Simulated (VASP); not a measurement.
# CaMg (R-3m) in VASP: single point with LDA

Aim: the single point of CaMg with LDA.

All numbers are computed with VASP 6.6.1; they aren't measurements. Logs are shortened: lines on timing, memory, paths and dates and some standing lists are left out, and cuts for length are marked.

## 1. The cell of the first run

Symmetry: R-3m, No. 166, trigonal system. The conventional cell has a = 3.590 Å, b = 3.590 Å, c = 16.234 Å, α = 90.00°, β = 90.00°, γ = 120.00°. Ca (site symmetry -3m) has 6 Mg at 3.41 Å and 6 Ca at 3.59 Å within 4.5 Å. Mg (site symmetry -3m) has 6 Ca at 3.41 Å and 6 Mg at 3.59 Å within 4.5 Å.

## 2. Single point, LDA

Input file INCAR:

```
SYSTEM = CaMg
PREC     = Accurate       ! precision mode
ENCUT    = 520            ! plane-wave cutoff, eV
EDIFF    = 1E-6           ! SCF threshold, eV
ISMEAR   = -1             ! smearing method
SIGMA    = 0.1            ! smearing width, eV
LREAL    = .FALSE.        ! projectors in reciprocal space
LASPH    = .TRUE.         ! aspherical terms in the spheres
NELM     = 100            ! most SCF steps
ALGO     = Normal         ! electronic algorithm
ISIF     = 2              ! what is computed and relaxed
LWAVE    = .FALSE.        ! write WAVECAR
LCHARG   = .FALSE.        ! write CHGCAR
GGA      = CA             ! functional
NBANDS   = 13             ! bands
```

Input file KPOINTS:

```
regular mesh
0
G
  12 12 12
  0 0 0
```

Input file POSCAR:

```
CaMg
1.0
    1.7947592888      1.0362047585      5.4112948265
   -1.7947592888      1.0362047585      5.4112948265
    0.0000000000     -2.0724095170      5.4112948265
Ca Mg
1 1
Direct
    0.0000000000      0.0000000000      0.0000000000
    0.5000000000      0.5000000000      0.5000000000
```

Potentials or basis: VASP PAW LDA potentials, release 64 (Ca_sv, Mg).

The run is started by

```console
> cat potpaw_LDA.64/Ca_sv/POTCAR potpaw_LDA.64/Mg/POTCAR > POTCAR
> mpirun -np 1 vasp_std > vasp.out
```

OUTCAR:

```text
SYSTEM = CaMg
   PREC = Accurate
   ENCUT = 520
   EDIFF = 1E-6
   ISMEAR = -1
   LREAL = .FALSE.
   LASPH = .TRUE.
   NELM = 100
   ISIF = 2
   GGA = CA

 ion  position               nearest neighbor table
   1  0.000  0.000  0.000-   2 3.41   2 3.41   2 3.41   2 3.41   2 3.41   2 3.41
   2  0.500  0.500  0.500-   1 3.41   1 3.41   1 3.41   1 3.41   1 3.41   1 3.41

  LATTYP: Found a trigonal (rhomboedric) cell.
 ALAT       =     5.7945658082
 COS(alpha) =     0.8081328537

  Lattice vectors:

 A1 = (   1.7947592888,   1.0362047585,   5.4112948265)
 A2 = (  -1.7947592888,   1.0362047585,   5.4112948265)
 A3 = (   0.0000000000,  -2.0724095170,   5.4112948265)

Analysis of symmetry for initial positions (statically):
=====================================================================
 Subroutine PRICEL returns:
 Original cell was already a primitive cell.

 Routine SETGRP: Setting up the symmetry group for a
 trigonal (rhombohedral) supercell.

 Subroutine GETGRP returns: Found 12 space group operations
 (whereof 12 operations were pure point group operations)
 out of a pool of 12 trial point group operations.

The static configuration has the point symmetry D_3d.

Analysis of symmetry for dynamics (positions and initial velocities):
=====================================================================
 Subroutine PRICEL returns:
 Original cell was already a primitive cell.

 Routine SETGRP: Setting up the symmetry group for a
 trigonal (rhombohedral) supercell.

 Subroutine GETGRP returns: Found 12 space group operations
 (whereof 12 operations were pure point group operations)
 out of a pool of 12 trial point group operations.

The dynamic configuration has the point symmetry D_3d.

 Subroutine INISYM returns: Found 12 space group operations
 (whereof 12 operations are pure point group operations),
 and found     1 'primitive' translations

----------------------------------------------------------------------------------------

                                     Primitive cell

  volume of cell :      60.3815

  direct lattice vectors                    reciprocal lattice vectors
     1.794759289  1.036204759  5.411294826     0.278588891  0.160843371  0.061599551
    -1.794759289  1.036204759  5.411294826    -0.278588891  0.160843371  0.061599551
     0.000000000 -2.072409517  5.411294826     0.000000000 -0.321686743  0.061599551

  length of vectors
[... 89 lines left out ...]
   ISYM   =      2    0-nonsym 1-usesym 2-fastsym
   POTIM  = 0.5000    time-step for ionic-motion
   TEBEG  =    0.0;   TEEND  =   0.0 temperature during run
   PSTRESS=    0.0 pullay stress
   NELECT =      12.0000    total number of electrons
   NUPDOWN=      -1.0000    fix difference up-down
   EMIN   =  10.00;   EMAX   =-10.00  energy-range for DOS
   EFERMI =   0.00;   METHOD = LEGACY
   ISMEAR =    -1;   SIGMA  =   0.10  broadening in eV -4-tet -1-fermi 0-gaus
   EFERMI_NEDOS =   21; number of points for ismear=-14 and -15
   IALGO  =     38    algorithm
   IMIX   =      4    mixing-type and parameters
     AMIX     =   0.40;   BMIX     =  1.00
     AMIX_MAG =   1.60;   BMIX_MAG =  1.00
  volume/ion in A,a.u.               =      30.19       203.74
  Fermi-wavevector in a.u.,A,eV,Ry     =   0.955360  1.805369 12.418217  0.912713
  Thomas-Fermi vector in A             =   2.084191
   LORBIT       =      0    0 simple, 1 ext, 2 COOP (PROOUT), +10 PAW based schemes
   GGA     = CA    functional components
   LHFCALC =     F    Hartree Fock is set to
   AEXX    =    0.0000 exact exchange contribution
   IVDW    =     0    specifies the selected vdW correction
   LEPSILON=     F    determine dielectric tensor
   LRPA    =     F    only Hartree local field effects (RPA)
 non-spin polarized calculation
  energy-cutoff  :      520.00
  volume of cell :       60.38
 maximum number of plane-waves:      1659
 NGX is ok and might be reduce to    48
   NGX = 21   NGY = 21   NGZ = 21

 number of electron      11.9999999 magnetization

 Free energy of the ion-electron system (eV)
  ---------------------------------------------------
  ext. energy  EPLUGINS =         0.00000000
  ---------------------------------------------------
  free energy    TOTEN  =        -3.99871807 eV

  energy without entropy =       -3.93070335  energy(sigma->0) =       -3.96471071

 E-fermi :   2.1745     XC(G=0):  -8.4864

 val. band max:        2.1709171199   @ k =   0.5000   0.2500   0.0000
 cond. band min:       2.1750283692   @ k =  -0.3333   0.5000   0.1667
 fundamental gap:      0.0041112493
 Fermi energy:         2.1744864969

 k-point     1 :       0.0000    0.0000    0.0000
  band No.  band energies     occupation
      1     -38.7655      2.00000
      2     -20.0823      2.00000
      3     -19.9568      2.00000
      4     -19.9568      2.00000
      5      -3.0896      2.00000
      6       1.5273      1.99691
      7       2.0900      1.39881
      8       4.9279      0.00000
      9       4.9279      0.00000
     10       6.1453      0.00000
     11       6.1453      0.00000
     12       7.3081      0.00000
     13      11.4188      0.00000
[... 354 lines left out ...]
  band No.  band energies     occupation
      1     -38.7329      2.00000
      2     -20.2025      2.00000
      3     -20.0620      2.00000
      4     -20.0384      2.00000
      5       0.9804      1.99999
      6       1.1557      1.99992
      7       2.3442      0.30957
      8       3.6901      0.00000
      9       4.1233      0.00000
     10       4.8651      0.00000
     11       6.8313      0.00000
     12       7.4895      0.00000
     13       7.9823      0.00000

 [... further k-points ...]

------------------------ aborting loop because EDIFF is reached ----------------------------------------

  FORCE on cell =-STRESS in cart. coord.  units (eV):
  Direction    XX          YY          ZZ          XY          YZ          ZX
  --------------------------------------------------------------------------------------
  -------------------------------------------------------------------------------------
  Total       -0.0591277     -0.0591277     -0.0779700     -0.0000000      0.0000000      0.0000000
  in kB       -1.5689086     -1.5689086     -2.0688728     -0.0000000      0.0000000      0.0000000
  external PRESSURE =      -1.7355633 kB  Pullay stress =       0.0000000 kB

 VOLUME and BASIS-vectors are now :
 -----------------------------------------------------------------------------
  energy-cutoff  :      520.00
  volume of cell :       60.38
      direct lattice vectors                 reciprocal lattice vectors
     1.794759289  1.036204759  5.411294826     0.278588891  0.160843371  0.061599551
    -1.794759289  1.036204759  5.411294826    -0.278588891  0.160843371  0.061599551
     0.000000000 -2.072409517  5.411294826     0.000000000 -0.321686743  0.061599551

 POSITION                                       TOTAL-FORCE (eV/Angst)
 -----------------------------------------------------------------------------------
      0.00000      0.00000      0.00000         0.000000      0.000000     -0.000000
      0.00000      0.00000      8.11694        -0.000000     -0.000000      0.000000
 -----------------------------------------------------------------------------------
    total drift:                                0.000000     -0.000000     -0.000000

  FREE ENERGIE OF THE ION-ELECTRON SYSTEM (eV)
  ---------------------------------------------------
  free  energy   TOTEN  =        -3.9987180691 eV

  energy  without entropy=       -3.9307033478  energy(sigma->0) =       -3.96471071
```

OSZICAR:

```text
N       E                     dE             d eps       ncg     rms          rms(c)
DAV:   1     0.694614736726E+02    0.69461E+02   -0.54608E+03  4914   0.803E+02
DAV:   2    -0.203064440366E+01   -0.71492E+02   -0.70279E+02  5609   0.198E+02
DAV:   3    -0.408155944733E+01   -0.20509E+01   -0.20156E+01  7748   0.302E+01
DAV:   4    -0.416448692722E+01   -0.82927E-01   -0.82650E-01  6146   0.517E+00
DAV:   5    -0.416621339617E+01   -0.17265E-02   -0.17261E-02  7401   0.663E-01    0.238E+00
DAV:   6    -0.400884332344E+01    0.15737E+00   -0.38728E-01  6064   0.288E+00    0.159E+00
DAV:   7    -0.400125597283E+01    0.75874E-02   -0.26307E-02  6322   0.111E+00    0.838E-01
DAV:   8    -0.399873956844E+01    0.25164E-02   -0.65549E-03  5468   0.851E-01    0.393E-02
DAV:   9    -0.399871774315E+01    0.21825E-04   -0.39784E-04  7739   0.113E-01    0.313E-02
DAV:  10    -0.399871828664E+01   -0.54349E-06   -0.22251E-05  5619   0.507E-02    0.113E-02
DAV:  11    -0.399871806911E+01    0.21753E-06   -0.33351E-06  5819   0.192E-02
   1 F= -.39987181E+01 E0= -.39647107E+01  d E =-.680147E-01
```

stdout:

```text
POSCAR found type information on POSCAR CaMg
 POSCAR found :  2 types and       2 ions
 scaLAPACK will be used
 LDA part: xc-table for (Slater(with rela. corr.)+CA(PZ))
 , standard interpolation
 POSCAR, INCAR and KPOINTS ok, starting setup
 FFT: planning ... GRIDC
 FFT: planning ... GRID_SOFT
 FFT: planning ... GRID
 WAVECAR not read
 entering main loop
```

Run time: 5.8 min. Hardware: 1 thread of Intel Xeon 8259CL, shared host; peak memory 0.38 GiB.

What came out:

| Item | Value |
| --- | --- |
| Free energy | -3.9987 eV |
| Pressure | -0.2 GPa |
| Band gap on the k mesh | zero (bands 6 and 7 overlap by 0.61 eV) |

Levels at points of the mesh, in eV from the Fermi level:
```csv
k point,band 4,band 5,band 6,band 7,band 8,band 9
"(0.00, 0.00, 0.00)",-22.13,-5.26,-0.65,-0.08,2.75,2.75
"(0.50, 0.00, 0.00)",-22.19,-1.51,-1.26,-0.10,1.47,2.70
"(0.50, 0.50, 0.00)",-22.19,-1.68,-0.71,0.03,0.95,1.98
"(0.50, 0.50, 0.50)",-22.13,-4.26,-3.35,1.70,2.73,2.73
```
